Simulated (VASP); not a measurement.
# Ca (Pm-3m) in VASP: a series of runs

The runs below take Ca through single point, with PBE.

All numbers are computed with VASP 6.6.1; they aren't measurements. Logs are shortened: lines on timing, memory, paths and dates and some standing lists are left out, and cuts for length are marked.

### Step 1. The cell of the first run

The structure is cubic, space group Pm-3m (No. 221). Conventional cell: a = 3.546 Å, b = 3.546 Å, c = 3.546 Å, α = 90.00°, β = 90.00°, γ = 90.00°. Within 4.7 Å of Ca (site symmetry m-3m) lie 6 Ca at 3.55 Å.

This isn't the form of Ca at room conditions, which is fcc.

### Step 2. Single point, PBE

The input, INCAR:

```
PREC = Accurate
ENCUT = 520
EDIFF = 1E-6
ISMEAR = -1
SIGMA = 0.06122561905347299
LREAL = F
LASPH = T
NELM = 80
ALGO = Normal
ISIF = 2
LWAVE = F
LCHARG = T
GGA = PE
LELF = T
LVHAR = T
NBANDS = 11
```

The input, KPOINTS:

```
regular mesh
0
Gamma
  31 31 31
```

The input, POSCAR:

```
Ca
1.0
    3.5457597512      0.0000000000      0.0000000000
    0.0000000000      3.5457597512      0.0000000000
    0.0000000000      0.0000000000      3.5457597512
Ca
1
Direct
    0.0000000000      0.0000000000      0.0000000000
```

Potentials or basis: VASP PAW PBE potentials, release 64 (Ca_sv).

Command:

```console
$ cat potpaw_PBE.64/Ca_sv/POTCAR > POTCAR
$ mpirun -np 1 vasp_std > vasp.out
```

OUTCAR:

```text
PREC = Accurate
   ENCUT = 520
   EDIFF = 1E-6
   ISMEAR = -1
   LREAL = F
   LASPH = T
   NELM = 80
   ISIF = 2
   GGA = PE

 ion  position               nearest neighbor table
   1  0.000  0.000  0.000-

  LATTYP: Found a simple cubic cell.
 ALAT       =     3.5457597512

  Lattice vectors:

 A1 = (   3.5457597512,   0.0000000000,   0.0000000000)
 A2 = (   0.0000000000,   3.5457597512,   0.0000000000)
 A3 = (   0.0000000000,   0.0000000000,   3.5457597512)

Analysis of symmetry for initial positions (statically):
=====================================================================
 Subroutine PRICEL returns:
 Original cell was already a primitive cell.

 Routine SETGRP: Setting up the symmetry group for a
 simple cubic supercell.

 Subroutine GETGRP returns: Found 48 space group operations
 (whereof 48 operations were pure point group operations)
 out of a pool of 48 trial point group operations.

The static configuration has the point symmetry O_h .

Analysis of symmetry for dynamics (positions and initial velocities):
=====================================================================
 Subroutine PRICEL returns:
 Original cell was already a primitive cell.

 Routine SETGRP: Setting up the symmetry group for a
 simple cubic supercell.

 Subroutine GETGRP returns: Found 48 space group operations
 (whereof 48 operations were pure point group operations)
 out of a pool of 48 trial point group operations.

The dynamic configuration has the point symmetry O_h .

 Subroutine INISYM returns: Found 48 space group operations
 (whereof 48 operations are pure point group operations),
 and found     1 'primitive' translations

----------------------------------------------------------------------------------------

                                     Primitive cell

  volume of cell :      44.5788

  direct lattice vectors                    reciprocal lattice vectors
     3.545759751  0.000000000  0.000000000     0.282027004  0.000000000  0.000000000
     0.000000000  3.545759751  0.000000000     0.000000000  0.282027004  0.000000000
     0.000000000  0.000000000  3.545759751     0.000000000  0.000000000  0.282027004

  length of vectors
     3.545759751  3.545759751  3.545759751     0.282027004  0.282027004  0.282027004

  position of ions in fractional coordinates (direct lattice)
     0.000000000  0.000000000  0.000000000

  ion indices of the primitive-cell ions
   primitive index   ion index
                 1           1

----------------------------------------------------------------------------------------

 KPOINTS: regular mesh

Automatic generation of k-mesh.
 Grid dimensions read from file:
 generate k-points for:   31   31   31

 Generating k-lattice:

  Cartesian coordinates                     Fractional coordinates (reciprocal lattice)
     0.009097645  0.000000000  0.000000000     0.032258065  0.000000000  0.000000000
     0.000000000  0.009097645  0.000000000     0.000000000  0.032258065  0.000000000
     0.000000000  0.000000000  0.009097645     0.000000000  0.000000000  0.032258065

  Length of vectors
     0.009097645  0.009097645  0.009097645

  Shift w.r.t. Gamma in fractional coordinates (k-lattice)
     0.000000000  0.000000000  0.000000000

 Subroutine IBZKPT returns following result:
 ===========================================

 Found    816 irreducible k-points:

 Following reciprocal coordinates:
            Coordinates               Weight
  0.000000  0.000000  0.000000      1.000000
  0.032258  0.000000  0.000000      6.000000
  0.064516  0.000000  0.000000      6.000000
  0.096774  0.000000  0.000000      6.000000
  0.129032  0.000000  0.000000      6.000000
  0.161290  0.000000  0.000000      6.000000
[... 16 lines left out ...]
  0.225806  0.032258  0.000000     24.000000
  0.258065  0.032258  0.000000     24.000000
 [... further k-points ...]
   k-points           NKPTS =    816   k-points in BZ     NKDIM =    816   number of bands    NBANDS=     11
   number of dos      NEDOS =    301   number of ions     NIONS =      1
   total plane-waves  NPLWV =  21952
   dimension x,y,z NGX =    28 NGY =   28 NGZ =   28
   dimension x,y,z NGXF=    56 NGYF=   56 NGZF=   56
   ions per type =               1
   NGX,Y,Z   is equivalent  to a cutoff of  13.13, 13.13, 13.13 a.u.
   NGXF,Y,Z  is equivalent  to a cutoff of  26.26, 26.26, 26.26 a.u.
 SYSTEM =  unknown system
   PREC   = accura    normal or accurate (medium, high low for compatibility)
   ISTART =      0    job   : 0-new  1-cont  2-samecut
   ICHARG =      2    charge: 1-file 2-atom 10-const
   ISPIN  =      1    spin polarized calculation?
   LNONCOLLINEAR =      F non collinear calculations
   LSORBIT =      F    spin-orbit coupling
   LASPH  =      T    aspherical Exc in radial PAW
   ENCUT  =  520.0 eV  38.22 Ry    6.18 a.u.   6.59  6.59  6.59*2*pi/ulx,y,z
   NELM   =     80;   NELMIN=  2; NELMDL= -5     # of ELM steps
   EDIFF  = 0.1E-05   stopping-criterion for ELM
   LREAL  =      F    real-space projection
   EDIFFG = 0.1E-04   stopping-criterion for IOM
   NSW    =      0    number of steps for IOM
   IBRION =     -1    ionic relax: 0-MD 1-quasi-New 2-CG
   NFREE  =      0    steps in history (QN), initial steepest desc. (CG)
   ISIF   =      2    stress and relaxation
   ISYM   =      2    0-nonsym 1-usesym 2-fastsym
   POTIM  = 0.5000    time-step for ionic-motion
   TEBEG  =    0.0;   TEEND  =   0.0 temperature during run
   PSTRESS=    0.0 pullay stress
   NELECT =      10.0000    total number of electrons
   NUPDOWN=      -1.0000    fix difference up-down
   EMIN   =  10.00;   EMAX   =-10.00  energy-range for DOS
   EFERMI =   0.00;   METHOD = LEGACY
   ISMEAR =    -1;   SIGMA  =   0.06  broadening in eV -4-tet -1-fermi 0-gaus
   EFERMI_NEDOS =   21; number of points for ismear=-14 and -15
   IALGO  =     38    algorithm
   IMIX   =      4    mixing-type and parameters
     AMIX     =   0.40;   BMIX     =  1.00
     AMIX_MAG =   1.60;   BMIX_MAG =  1.00
  volume/ion in A,a.u.               =      44.58       300.83
  Fermi-wavevector in a.u.,A,eV,Ry     =   0.994715  1.879740 13.462404  0.989459
  Thomas-Fermi vector in A             =   2.126686
   LORBIT       =      0    0 simple, 1 ext, 2 COOP (PROOUT), +10 PAW based schemes
   GGA     = PE    functional components
   LHFCALC =     F    Hartree Fock is set to
   AEXX    =    0.0000 exact exchange contribution
   IVDW    =     0    specifies the selected vdW correction
   LEPSILON=     F    determine dielectric tensor
   LRPA    =     F    only Hartree local field effects (RPA)
 non-spin polarized calculation
  energy-cutoff  :      520.00
  volume of cell :       44.58
 maximum number of plane-waves:      1222
 NGX is ok and might be reduce to    28
   NGX = 13   NGY = 13   NGZ = 13

 number of electron      10.0000000 magnetization

 number of electron       9.9999998 magnetization

 Free energy of the ion-electron system (eV)
  ---------------------------------------------------
  ext. energy  EPLUGINS =         0.00000000
  ---------------------------------------------------
  free energy    TOTEN  =        -1.54203896 eV

  energy without entropy =       -1.52920065  energy(sigma->0) =       -1.53561980

 E-fermi :   1.6622     XC(G=0):  -7.5446

 val. band max:        1.6618144495   @ k =   0.4194   0.0968   0.0000
 cond. band min:       1.6681414600   @ k =   0.4194   0.0968   0.0323
 fundamental gap:      0.0063270106
 Fermi energy:         1.6621729827

 k-point     1 :       0.0000    0.0000    0.0000
  band No.  band energies     occupation
      1     -40.6113      2.00000
      2     -21.5074      2.00000
      3     -21.5074      2.00000
      4     -21.5074      2.00000
      5      -2.1366      2.00000
      6       2.4913      0.00000
      7       2.4913      0.00000
      8       5.6367      0.00000
      9       5.6367      0.00000
     10       5.6367      0.00000
     11      10.0430      0.00000

 k-point     2 :       0.0323    0.0000    0.0000
  band No.  band energies     occupation
      1     -40.6111      2.00000
      2     -21.5094      2.00000
      3     -21.5072      2.00000
      4     -21.5072      2.00000
      5      -2.1222      2.00000
      6       2.4957      0.00000
      7       2.4959      0.00000
      8       5.6201      0.00000
      9       5.6201      0.00000
     10       5.6378      0.00000
     11       9.9263      0.00000

 k-point     3 :       0.0645    0.0000    0.0000
  band No.  band energies     occupation
      1     -40.6106      2.00000
      2     -21.5153      2.00000
      3     -21.5067      2.00000
      4     -21.5067      2.00000
      5      -2.0791      2.00000
      6       2.5087      0.00000
      7       2.5088      0.00000
      8       5.5718      0.00000
      9       5.5718      0.00000
     10       5.6410      0.00000
     11       9.6250      0.00000

 k-point     4 :       0.0968    0.0000    0.0000
  band No.  band energies     occupation
      1     -40.6098      2.00000
      2     -21.5248      2.00000
      3     -21.5059      2.00000
      4     -21.5059      2.00000
      5      -2.0077      2.00000
      6       2.5274      0.00000
      7       2.5303      0.00000
      8       5.4965      0.00000
      9       5.4965      0.00000
     10       5.6461      0.00000
     11       9.2265      0.00000
[... 239 lines left out ...]
 k-point    22 :       0.1935    0.0323    0.0000
  band No.  band energies     occupation
      1     -40.6059      2.00000
      2     -21.5702      2.00000
      3     -21.5041      2.00000
      4     -21.5019      2.00000
      5      -1.6180      2.00000
      6       2.5720      0.00000
      7       2.6416      0.00000
      8       5.1491      0.00000
      9       5.1737      0.00000
     10       5.6568      0.00000
     11       7.9926      0.00000

 k-point    23 :       0.2258    0.0323    0.0000
  band No.  band energies     occupation
      1     -40.6043      2.00000
      2     -21.5889      2.00000
      3     -21.5025      2.00000
      4     -21.5004      2.00000
      5      -1.4430      2.00000
      6       2.5523      0.00000
      7       2.6875      0.00000
      8       5.0295      0.00000
      9       5.0548      0.00000
     10       5.6674      0.00000
     11       7.6379      0.00000

 k-point    24 :       0.2581    0.0323    0.0000
  band No.  band energies     occupation
      1     -40.6027      2.00000
      2     -21.6082      2.00000
      3     -21.5008      2.00000
      4     -21.4987      2.00000
      5      -1.2455      2.00000
      6       2.4996      0.00000
      7       2.7359      0.00000
      8       4.9142      0.00000
      9       4.9391      0.00000
     10       5.6783      0.00000
     11       7.3395      0.00000

 [... further k-points ...]

------------------------ aborting loop because EDIFF is reached ----------------------------------------

  FORCE on cell =-STRESS in cart. coord.  units (eV):
  Direction    XX          YY          ZZ          XY          YZ          ZX
  --------------------------------------------------------------------------------------
  -------------------------------------------------------------------------------------
  Total       -0.0676442     -0.0676442     -0.0676442     -0.0000000     -0.0000000      0.0000000
  in kB       -2.4311577     -2.4311577     -2.4311577     -0.0000000     -0.0000000      0.0000000
  external PRESSURE =      -2.4311577 kB  Pullay stress =       0.0000000 kB

 VOLUME and BASIS-vectors are now :
 -----------------------------------------------------------------------------
  energy-cutoff  :      520.00
  volume of cell :       44.58
      direct lattice vectors                 reciprocal lattice vectors
     3.545759751  0.000000000  0.000000000     0.282027004  0.000000000  0.000000000
     0.000000000  3.545759751  0.000000000     0.000000000  0.282027004  0.000000000
     0.000000000  0.000000000  3.545759751     0.000000000  0.000000000  0.282027004

 POSITION                                       TOTAL-FORCE (eV/Angst)
 -----------------------------------------------------------------------------------
      0.00000      0.00000      0.00000         0.000000      0.000000      0.000000
 -----------------------------------------------------------------------------------
    total drift:                               -0.000000      0.000000     -0.000000

  FREE ENERGIE OF THE ION-ELECTRON SYSTEM (eV)
  ---------------------------------------------------
  free  energy   TOTEN  =        -1.5420389551 eV

  energy  without entropy=       -1.5292006461  energy(sigma->0) =       -1.53561980
```

Run time: 7.5 min. Hardware: 1 thread of AMD EPYC 7R13, shared host; peak memory 0.45 GiB.

What came out:

```
Free energy            : -1.5420 eV
Pressure               : -0.2 GPa
Band gap on the k mesh : zero (bands 5 and 6 overlap by 1.17 eV)
```

Levels at points of the mesh, in eV from the Fermi level:
```tsv
k point	band 2	band 3	band 4	band 5	band 6	band 7	band 8	band 9
(0.00, 0.00, 0.00)	-23.17	-23.17	-23.17	-3.80	0.83	0.83	3.97	3.97
```

### Step 3. Single point, PBE

This run uses another cell than the first one, of 45.45 Å³/atom.

The input, INCAR:

```
SYSTEM = Ca
PREC = Accurate ; ENCUT = 520
EDIFF = 1E-7 ; ISMEAR = -1
SIGMA = 0.06122561905347299 ; LREAL = .False.
LASPH = .True. ; NELM = 60
ALGO = Normal ; ISIF = 2
LWAVE = .False. ; LCHARG = .False.
GGA = PE ; NBANDS = 11
```

The input, KPOINTS:

```
regular mesh
0
Gamma
  31 31 31
  0 0 0
```

The input, POSCAR:

```
Ca
1.0
    3.5687848103      0.0000000000      0.0000000000
    0.0000000000      3.5687848103      0.0000000000
    0.0000000000      0.0000000000      3.5687848103
Ca
1
Direct
    0.0000000000      0.0000000000      0.0000000000
```

Potentials or basis: VASP PAW PBE potentials, release 64 (Ca_sv).

Command:

```console
$ cat potpaw_PBE.64/Ca_sv/POTCAR > POTCAR
$ mpirun -np 1 vasp_std > vasp.out
```

Wall time 9 min (1 thread of AMD EPYC 7R13, shared host); peak memory 0.46 GiB.

The run converged. Its results:

```yaml
Free_energy: -1.5404 eV
Pressure: -0.4 GPa
Band_gap_on_the_k_mesh: zero (bands 5 and 6 overlap by 1.18 eV)
```

Levels at points of the mesh, in eV from the Fermi level:
```tsv
k point	band 3	band 4	band 5	band 6	band 7	band 8
(0.00, 0.00, 0.00)	-23.21	-23.21	-3.77	0.83	0.83	3.91
```

### Step 4. Single point, PBE

This run uses another cell than the first one, of 46.33 Å³/atom.

The input, INCAR:

```
PREC = Accurate
ENCUT = 520
EDIFF = 1E-6
ISMEAR = -1
SIGMA = 0.06122561905347299
LREAL = False
LASPH = True
NELM = 60
ALGO = Normal
ISIF = 2
LWAVE = False
LCHARG = False
GGA = PE
NBANDS = 11
```

The input, KPOINTS:

```
Automatic mesh
0
Gamma
  31 31 31
```

The input, POSCAR:

```
Ca
1.0
    3.5915165366      0.0000000000      0.0000000000
    0.0000000000      3.5915165366      0.0000000000
    0.0000000000      0.0000000000      3.5915165366
Ca
1
Direct
    0.0000000000      0.0000000000      0.0000000000
```

Command:

```console
$ cat potpaw_PBE.64/Ca_sv/POTCAR > POTCAR
$ mpirun -np 1 vasp_std > vasp.out
```

Run time: 6.6 min. Hardware: 1 thread of AMD EPYC 7R13, shared host; peak memory 0.47 GiB.

The run converged. Its results:

| Property | Result |
| --- | --- |
| Free energy | -1.5378 eV |
| Pressure | -0.6 GPa |
| Band gap on the k mesh | zero (bands 5 and 6 overlap by 1.20 eV) |

Levels at points of the mesh, in eV from the Fermi level:
```tsv
k point	band 1	band 2	band 3	band 4	band 5	band 6	band 7	band 8	band 9	band 10
(0.00, 0.00, 0.00)	-42.35	-23.25	-23.25	-23.25	-3.74	0.83	0.83	3.85	3.85	3.85
```

### Step 5. The runs side by side

```tsv
cell	gap on the mesh (eV)	pressure (GPa)
a = 3.546 Å, 1 atom	none	-0.2
a = 3.569 Å, 1 atom	none	-0.4
a = 3.592 Å, 1 atom	none	-0.6
```

Alike in all rows: task single point; level PBE; potentials or basis VASP PAW PBE potentials, release 64 (Ca_sv); no spin polarisation; k mesh 31 × 31 × 31; cutoff (eV) 520; smearing fermi-dirac 0.0612256 eV.

Total energies depend on the potentials used, so only differences within one code and one set of settings carry meaning.
